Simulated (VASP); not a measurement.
# Tc in VASP: settings compared

The runs below take Tc through single point, with PBEsol, PBE, PBE+D3(BJ).

Everything below comes from runs of VASP 6.6.1. Logs are shortened: lines on timing, memory, paths and dates and some standing lists are left out, and cuts for length are marked.

### 1 The cell of the first run

The typed cell holds 1 atom: a = 2.787 Å, b = 2.823 Å, c = 2.774 Å, α = 57.88°, β = 58.26°, γ = 58.79°.

### 2 Single point, PBEsol

INCAR reads:

```
SYSTEM = Tc
PREC     = Accurate       ! precision mode
ENCUT    = 520            ! plane-wave cutoff, eV
EDIFF    = 1E-7           ! SCF threshold, eV
ISMEAR   = -1             ! smearing method
SIGMA    = 0.1            ! smearing width, eV
LREAL    = .False.        ! projectors in reciprocal space
LASPH    = .True.         ! aspherical terms in the spheres
NELM     = 80             ! most SCF steps
ALGO     = Fast           ! electronic algorithm
ISIF     = 2              ! what is computed and relaxed
LWAVE    = .False.        ! write WAVECAR
LCHARG   = .True.         ! write CHGCAR
GGA      = PS             ! functional
LELF     = .True.         ! ELF
LVHAR    = .True.       
NBANDS   = 12             ! bands
```

KPOINTS reads:

```
regular mesh
0
Gamma
  9 8 9
  0 0 0
```

POSCAR reads:

```
Tc
1.0
    0.0478740000      1.9690460000      1.9713780000
    2.0071260000      0.0345560000      1.9846960000
    1.9731200000      1.9483580000      0.0685620000
Tc
1
Direct
   -0.0067490000     -0.0068140000      0.0363110000
```

Potentials or basis: VASP PAW PBE potentials, release 64 (Tc_pv).

On the command line:

```
cat potpaw_PBE.64/Tc_pv/POTCAR > POTCAR
mpirun -np 1 vasp_std > vasp.out
```

OUTCAR:

```text
SYSTEM = Tc
   PREC = Accurate
   ENCUT = 520
   EDIFF = 1E-7
   ISMEAR = -1
   LREAL = .False.
   LASPH = .True.
   NELM = 80
   ISIF = 2
   GGA = PS

 ion  position               nearest neighbor table
   1  0.993  0.993  0.036-

  LATTYP: Found a triclinic cell.
 ALAT       =     4.7199212743
 B/A-ratio  =     0.5735210319
 C/A-ratio  =     0.5980821107
 COS(alpha) =     0.0113832223
 COS(beta)  =     0.3190280583
 COS(gamma) =     0.8574731902

  Lattice vectors:

 A1 = (  -3.8983660000,  -1.9276700000,   1.8342540000)
 A2 = (  -1.9252460000,   0.0206880000,   1.9028160000)
 A3 = (  -2.0071260000,  -0.0345560000,  -1.9846960000)

Analysis of symmetry for initial positions (statically):
=====================================================================
 Subroutine PRICEL returns:
 Original cell was already a primitive cell.

 Routine SETGRP: Setting up the symmetry group for a
 triclinic supercell.

 Subroutine GETGRP returns: Found  2 space group operations
 (whereof  1 operations were pure point group operations)
 out of a pool of  2 trial point group operations.

The static configuration has the point symmetry C_1 .
 The point group associated with its full space group is S_2 .

Analysis of symmetry for dynamics (positions and initial velocities):
=====================================================================
 Subroutine PRICEL returns:
 Original cell was already a primitive cell.

 Routine SETGRP: Setting up the symmetry group for a
 triclinic supercell.

 Subroutine GETGRP returns: Found  2 space group operations
 (whereof  1 operations were pure point group operations)
 out of a pool of  2 trial point group operations.

The dynamic configuration has the point symmetry C_1 .
 The point group associated with its full space group is S_2 .

 Subroutine INISYM returns: Found  2 space group operations
 (whereof  1 operations are pure point group operations),
 and found     1 'primitive' translations

----------------------------------------------------------------------------------------

                                     Primitive cell

  volume of cell :      14.8297

  direct lattice vectors                    reciprocal lattice vectors
     0.047874000  1.969046000  1.971378000    -0.260593010  0.254787227  0.259101937
     2.007126000  0.034556000  1.984696000     0.249899590 -0.262073407  0.255694697
     1.973120000  1.948358000  0.068562000     0.258927822  0.260408219 -0.266388117

  length of vectors
     2.786712272  2.822900478  2.773806442     0.447167823  0.443296802  0.453672444

  position of ions in fractional coordinates (direct lattice)
     0.993251000  0.993186000  0.036311000

  ion indices of the primitive-cell ions
   primitive index   ion index
                 1           1

----------------------------------------------------------------------------------------

 KPOINTS: regular mesh

Automatic generation of k-mesh.
 Grid dimensions read from file:
 generate k-points for:    9    8    9

 Generating k-lattice:

  Cartesian coordinates                     Fractional coordinates (reciprocal lattice)
    -0.028954779  0.028309692  0.028789104     0.111111111 -0.000000000 -0.000000000
     0.031237449 -0.032759176  0.031961837     0.000000000  0.125000000  0.000000000
     0.028769758  0.028934247 -0.029598680     0.000000000 -0.000000000  0.111111111

  Length of vectors
     0.049685314  0.055412100  0.050408049

  Shift w.r.t. Gamma in fractional coordinates (k-lattice)
     0.000000000  0.000000000  0.000000000

 Subroutine IBZKPT returns following result:
 ===========================================

 Found    325 irreducible k-points:

 Following reciprocal coordinates:
            Coordinates               Weight
  0.000000  0.000000  0.000000      1.000000
  0.111111 -0.000000 -0.000000      2.000000
  0.222222 -0.000000  0.000000      2.000000
  0.333333  0.000000  0.000000      2.000000
  0.444444 -0.000000  0.000000      2.000000
 -0.000000  0.125000  0.000000      2.000000
[... 16 lines left out ...]
 -0.111111  0.250000  0.000000      2.000000
 -0.000000  0.375000 -0.000000      2.000000
 [... further k-points ...]
   k-points           NKPTS =    325   k-points in BZ     NKDIM =    325   number of bands    NBANDS=     12
   number of dos      NEDOS =    301   number of ions     NIONS =      1
   total plane-waves  NPLWV =  13824
   dimension x,y,z NGX =    24 NGY =   24 NGZ =   24
   dimension x,y,z NGXF=    48 NGYF=   48 NGZF=   48
   ions per type =               1
   NGX,Y,Z   is equivalent  to a cutoff of  14.32, 14.13, 14.38 a.u.
   NGXF,Y,Z  is equivalent  to a cutoff of  28.64, 28.27, 28.77 a.u.
 SYSTEM =  Tc
   PREC   = accura    normal or accurate (medium, high low for compatibility)
   ISTART =      0    job   : 0-new  1-cont  2-samecut
   ICHARG =      2    charge: 1-file 2-atom 10-const
   ISPIN  =      1    spin polarized calculation?
   LNONCOLLINEAR =      F non collinear calculations
   LSORBIT =      F    spin-orbit coupling
   LASPH  =      T    aspherical Exc in radial PAW
   ENCUT  =  520.0 eV  38.22 Ry    6.18 a.u.   5.18  5.25  5.16*2*pi/ulx,y,z
   NELM   =     80;   NELMIN=  2; NELMDL= -5     # of ELM steps
   EDIFF  = 0.1E-06   stopping-criterion for ELM
   LREAL  =      F    real-space projection
   EDIFFG = 0.1E-05   stopping-criterion for IOM
   NSW    =      0    number of steps for IOM
   IBRION =     -1    ionic relax: 0-MD 1-quasi-New 2-CG
   NFREE  =      0    steps in history (QN), initial steepest desc. (CG)
   ISIF   =      2    stress and relaxation
   ISYM   =      2    0-nonsym 1-usesym 2-fastsym
   POTIM  = 0.5000    time-step for ionic-motion
   TEBEG  =    0.0;   TEEND  =   0.0 temperature during run
   PSTRESS=    0.0 pullay stress
   NELECT =      13.0000    total number of electrons
   NUPDOWN=      -1.0000    fix difference up-down
   EMIN   =  10.00;   EMAX   =-10.00  energy-range for DOS
   EFERMI =   0.00;   METHOD = LEGACY
   ISMEAR =    -1;   SIGMA  =   0.10  broadening in eV -4-tet -1-fermi 0-gaus
   EFERMI_NEDOS =   21; number of points for ismear=-14 and -15
   IALGO  =     68    algorithm
   IMIX   =      4    mixing-type and parameters
     AMIX     =   0.40;   BMIX     =  1.00
     AMIX_MAG =   1.60;   BMIX_MAG =  1.00
  volume/ion in A,a.u.               =      14.83       100.08
  Fermi-wavevector in a.u.,A,eV,Ry     =   1.566792  2.960808 33.400087  2.454837
  Thomas-Fermi vector in A             =   2.669068
   LORBIT       =      0    0 simple, 1 ext, 2 COOP (PROOUT), +10 PAW based schemes
   GGA     = PS    functional components
   LHFCALC =     F    Hartree Fock is set to
   AEXX    =    0.0000 exact exchange contribution
   IVDW    =     0    specifies the selected vdW correction
   LEPSILON=     F    determine dielectric tensor
   LRPA    =     F    only Hartree local field effects (RPA)
 non-spin polarized calculation
 RMM-DIIS sequential band-by-band and
  energy-cutoff  :      520.00
  volume of cell :       14.83
 maximum number of plane-waves:       409
 NGX is ok and might be reduce to    24
   NGX = 11   NGY = 11   NGZ = 11

 number of electron      13.0000000 magnetization

 Free energy of the ion-electron system (eV)
  ---------------------------------------------------
  ext. energy  EPLUGINS =         0.00000000
  ---------------------------------------------------
  free energy    TOTEN  =       -11.14837170 eV

  energy without entropy =      -11.10663955  energy(sigma->0) =      -11.12750563

 E-fermi :  12.0903     XC(G=0): -13.7333

 val. band max:       12.0863911057   @ k =   0.2222   0.1250   0.0000
 cond. band min:      12.0919968666   @ k =  -0.3333   0.1250   0.3333
 fundamental gap:      0.0056057609
 Fermi energy:        12.0903198024

 k-point     1 :       0.0000    0.0000    0.0000
  band No.  band energies     occupation
      1     -26.3013      2.00000
      2     -26.2223      2.00000
      3     -26.1695      2.00000
      4       4.6886      2.00000
      5       9.9666      2.00000
      6      10.3877      2.00000
      7      10.7503      2.00000
      8      12.8238      0.00130
      9      13.0110      0.00020
     10      26.0936      0.00000
     11      30.7555      0.00000
     12      31.6417      0.00000

 k-point     2 :       0.1111   -0.0000   -0.0000
  band No.  band energies     occupation
      1     -26.3671      2.00000
      2     -26.3046      2.00000
      3     -26.2048      2.00000
      4       5.1917      2.00000
      5      10.1266      2.00000
      6      10.2086      2.00000
      7      10.9328      1.99998
      8      12.6666      0.00626
      9      12.8570      0.00094
     10      26.9791      0.00000
     11      29.8059      0.00000
     12      31.6842      0.00000

 k-point     3 :       0.2222   -0.0000    0.0000
  band No.  band energies     occupation
      1     -26.7177      2.00000
      2     -26.3533      2.00000
      3     -26.2598      2.00000
      4       6.3353      2.00000
      5       9.9017      2.00000
      6      10.3749      2.00000
      7      11.2375      1.99960
      8      12.7200      0.00368
      9      12.9272      0.00046
     10      26.9799      0.00000
     11      28.8714      0.00000
     12      34.0997      0.00000
[... 286 lines left out ...]
 k-point    23 :      -0.1111    0.2500    0.0000
  band No.  band energies     occupation
      1     -26.9574      2.00000
      2     -26.4338      2.00000
      3     -26.3199      2.00000
      4       7.2136      2.00000
      5       9.7303      2.00000
      6      10.5080      2.00000
      7      11.0041      1.99996
      8      12.5333      0.02356
      9      14.5798      0.00000
     10      26.1880      0.00000
     11      28.9376      0.00000
     12      32.7318      0.00000

 k-point    24 :      -0.0000    0.3750   -0.0000
  band No.  band energies     occupation
      1     -27.2283      2.00000
      2     -26.3808      2.00000
      3     -26.3295      2.00000
      4       6.8331      2.00000
      5      10.1099      2.00000
      6      10.7469      2.00000
      7      11.6971      1.96157
      8      13.9339      0.00000
      9      14.3978      0.00000
     10      23.9835      0.00000
     11      26.9231      0.00000
     12      33.0993      0.00000

 [... further k-points ...]
[... 5 lines left out ...]
  --------------------------------------------------------------------------------------
  -------------------------------------------------------------------------------------
  Total       -1.5074116     -1.3808055     -1.2685649     -0.1342756     -0.4316050     -0.4568982
  in kB     -162.8578217   -149.1795459   -137.0532855    -14.5068704    -46.6297655    -49.3623913
  external PRESSURE =    -149.6968844 kB  Pullay stress =       0.0000000 kB

 VOLUME and BASIS-vectors are now :
 -----------------------------------------------------------------------------
  energy-cutoff  :      520.00
  volume of cell :       14.83
      direct lattice vectors                 reciprocal lattice vectors
     0.047874000  1.969046000  1.971378000    -0.260593010  0.254787227  0.259101937
     2.007126000  0.034556000  1.984696000     0.249899590 -0.262073407  0.255694697
     1.973120000  1.948358000  0.068562000     0.258927822  0.260408219 -0.266388117

 POSITION                                       TOTAL-FORCE (eV/Angst)
 -----------------------------------------------------------------------------------
      2.11265      2.06082      3.93174         0.000000      0.000000     -0.000000
 -----------------------------------------------------------------------------------
    total drift:                               -0.000005      0.000003      0.000004

  FREE ENERGIE OF THE ION-ELECTRON SYSTEM (eV)
  ---------------------------------------------------
  free  energy   TOTEN  =       -11.1483717045 eV

  energy  without entropy=      -11.1066395535  energy(sigma->0) =      -11.12750563
```

It took 2.7 min on 1 thread of AMD EPYC, shared host; peak memory 0.15 GiB.

Results:

```
Free energy : -11.1484 eV
Pressure    : -15.0 GPa
```

Stress tensor (GPa, compression positive):
```
-16.29  -1.45  -4.94
 -1.45 -14.92  -4.66
 -4.94  -4.66 -13.71
```

Caveat: the PAW data sets were made with another functional, which shifts forces and pressure a little.

### 3 Single point, PBEsol

INCAR reads:

```
SYSTEM = Tc
PREC = Accurate
ENCUT = 520
EDIFF = 1E-6
ISMEAR = -1
SIGMA = 0.1
LREAL = .False.
LASPH = .True.
NELM = 100
ALGO = Normal
ISIF = 2
LWAVE = .False.
LCHARG = .True.
GGA = PS
LELF = .True.
LVHAR = .True.
NBANDS = 12
```

KPOINTS reads:

```
regular mesh
0
Gamma
  11 10 11
  0 0 0
```

POSCAR is that of step 2.

Potentials or basis: VASP PAW PBE potentials, release 64 (Tc_pv).

On the command line:

```
cat potpaw_PBE.64/Tc_pv/POTCAR > POTCAR
mpirun -np 1 vasp_std > vasp.out
```

It took 3.5 min on 1 thread of AMD EPYC, shared host; peak memory 0.2 GiB.

It converged, with:

```
Free energy : -11.1525 eV
Pressure    : -15.0 GPa
```

Stress tensor (GPa, compression positive):
```
-16.64  -1.20  -7.01
 -1.20 -14.08  -4.59
 -7.01  -4.59 -14.41
```

Levels at points of the mesh, in eV from the Fermi level:
| k point | band 5 | band 6 | band 7 | band 8 | band 9 | band 10 |
| --- | --- | --- | --- | --- | --- | --- |
| (0.00, 0.00, 0.00) | -2.12 | -1.69 | -1.33 | 0.74 | 0.93 | 14.01 |
| (0.00, 0.50, 0.00) | -2.17 | -1.52 | 1.15 | 2.42 | 3.01 | 10.34 |

Caveat: the PAW data sets were made with another functional, which shifts forces and pressure a little.

### 4 Single point, PBEsol

INCAR reads:

```
SYSTEM = Tc
PREC = Accurate ; ENCUT = 520
EDIFF = 1E-6 ; ISMEAR = -1
SIGMA = 0.1 ; LREAL = .False.
LASPH = .True. ; NELM = 100
ALGO = Fast ; ISIF = 2
LWAVE = .False. ; LCHARG = .False.
GGA = PS ; NBANDS = 12
```

KPOINTS reads:

```
Automatic mesh
0
Gamma
  13 13 13
  0 0 0
```

POSCAR is that of step 3.

On the command line:

```
cat potpaw_PBE.64/Tc_pv/POTCAR > POTCAR
mpirun -np 1 vasp_std > vasp.out
```

It took 7.4 min on 1 thread of AMD EPYC, shared host; peak memory 0.26 GiB.

The run converged. Its results:

- Free energy: -11.1474 eV
- Pressure: -14.9 GPa

Stress tensor (GPa, compression positive):
```
-16.37  -1.14  -6.24
 -1.14 -14.25  -4.31
 -6.24  -4.31 -14.16
```

Levels at points of the mesh, in eV from the Fermi level:
```
           k point  band 5  band 6  band 7  band 8  band 9  band 10
(0.00, 0.00, 0.00)   -2.12   -1.70   -1.34    0.74    0.93    14.01
```

Caveat: the PAW data sets were made with another functional, which shifts forces and pressure a little.

### 5 Single point, PBE

This run uses another cell than the first one, of 14.50 Å³/atom, 0.978 times its volume.

INCAR reads:

```
SYSTEM = Tc
ALGO = Normal
EDIFF = 1E-6
ENCUT = 520
GGA = PE
ISIF = 2
ISMEAR = -1
LASPH = .TRUE.
LCHARG = .FALSE.
LREAL = .FALSE.
LWAVE = .FALSE.
NBANDS = 12
NELM = 100
PREC = Accurate
SIGMA = 0.05
```

KPOINTS reads:

```
k-points
0
G
  12 12 12
  0 0 0
```

POSCAR reads:

```
Tc
1.0
    0.0000000000      1.9356351845      1.9356351845
    1.9356351845      0.0000000000      1.9356351845
    1.9356351845      1.9356351845      0.0000000000
Tc
1
Direct
    0.0000000000      0.0000000000      0.0000000000
```

On the command line:

```
cat potpaw_PBE.64/Tc_pv/POTCAR > POTCAR
mpirun -np 1 vasp_std > vasp.out
```

Wall time 10 s (1 thread of AMD EPYC 7R43 (Zen 3), shared host); peak memory 0.1 GiB.

The run converged. Its results:

```
Free energy : -10.2828 eV
Pressure    : -0.6 GPa
```

Levels at points of the mesh, in eV from the Fermi level:
| k point | band 4 | band 5 | band 6 | band 7 | band 8 | band 9 | band 10 | band 11 |
| --- | --- | --- | --- | --- | --- | --- | --- | --- |
| (0.00, 0.00, 0.00) | -7.50 | -1.82 | -1.82 | -1.82 | 0.77 | 0.77 | 13.97 | 19.52 |
| (0.50, 0.00, 0.00) | -5.54 | -1.98 | -1.98 | 1.19 | 2.77 | 2.77 | 10.62 | 13.61 |
| (0.50, 0.50, 0.00) | -5.90 | -5.31 | 2.72 | 3.33 | 3.33 | 3.79 | 12.96 | 12.96 |

### 6 Single point, PBE+D3(BJ)

This run uses another cell than the first one, of 14.16 Å³/atom, 0.955 times its volume.

INCAR reads:

```
  PREC = Accurate
  ENCUT = 520
  EDIFF = 1E-6
  ISMEAR = -1
  SIGMA = 0.05
  LREAL = False
  LASPH = True
  NELM = 60
  ALGO = Normal
  ISIF = 2
  LWAVE = False
  LCHARG = True
  GGA = PE
  IVDW = 12
  LELF = True
  LVHAR = True
  NBANDS = 12
```

KPOINTS reads:

```
regular mesh
0
Gamma
  12 12 12
```

POSCAR reads:

```
Tc
1.0
    0.0000000000      1.9201665249      1.9201665249
    1.9201665249      0.0000000000      1.9201665249
    1.9201665249      1.9201665249      0.0000000000
Tc
1
Direct
    0.0000000000      0.0000000000      0.0000000000
```

Potentials or basis: VASP PAW PBE potentials, release 64 (Tc_pv).

On the command line:

```
cat potpaw_PBE.64/Tc_pv/POTCAR > POTCAR
mpirun -np 1 vasp_std > vasp.out
```

It took 10 s on 1 thread of AMD EPYC 7R43 (Zen 3), shared host; peak memory 0.11 GiB.

It converged, with:

| Property | Result |
| --- | --- |
| Free energy | -10.9190 eV |
| Pressure | -0.6 GPa |
| Dispersion energy per atom | -0.643 eV |

Levels at points of the mesh, in eV from the Fermi level:
```csv
k point,band 4,band 5,band 6,band 7,band 8,band 9,band 10,band 11
"(0.00, 0.00, 0.00)",-7.61,-1.89,-1.89,-1.89,0.79,0.79,13.96,19.64
"(0.50, 0.00, 0.00)",-5.69,-2.06,-2.06,1.24,2.87,2.87,10.96,13.61
"(0.50, 0.50, 0.00)",-6.10,-5.50,2.82,3.46,3.46,3.90,13.14,13.14
```

Caveat: pairwise dispersion overbinds metals, which lowers pressure and volume.

### 7 Overview

| level | cell | k mesh | smearing | gap on the mesh (eV) | pressure (GPa) |
| --- | --- | --- | --- | --- | --- |
| PBEsol | a = 2.787, b = 2.823, c = 2.774 Å, angles 57.9, 58.3, 58.8°, 1 atom | 9 × 8 × 9 | fermi-dirac 0.1 eV | none | -15.0 |
| PBEsol | a = 2.787, b = 2.823, c = 2.774 Å, angles 57.9, 58.3, 58.8°, 1 atom | 11 × 10 × 11 | fermi-dirac 0.1 eV | none | -15.0 |
| PBEsol | a = 2.787, b = 2.823, c = 2.774 Å, angles 57.9, 58.3, 58.8°, 1 atom | 13 × 13 × 13 | fermi-dirac 0.1 eV | none | -14.9 |
| PBE | a = 2.737 Å, angles 60.0°, 1 atom | 12 × 12 × 12 | fermi-dirac 0.05 eV | none | -0.6 |
| PBE+D3(BJ) | a = 2.716 Å, angles 60.0°, 1 atom | 12 × 12 × 12 | fermi-dirac 0.05 eV | none | -0.6 |

Alike in all rows: task single point; potentials or basis VASP PAW PBE potentials, release 64 (Tc_pv); no spin polarisation; cutoff (eV) 520.

Every run on the cell as given and a fine mesh finds a metal.

Caveats: the PAW data sets were made with another functional, which shifts forces and pressure a little (some runs); pairwise dispersion overbinds metals, which lowers pressure and volume (some runs).

Total energies depend on the potentials used, so only differences within one code and one set of settings carry meaning.
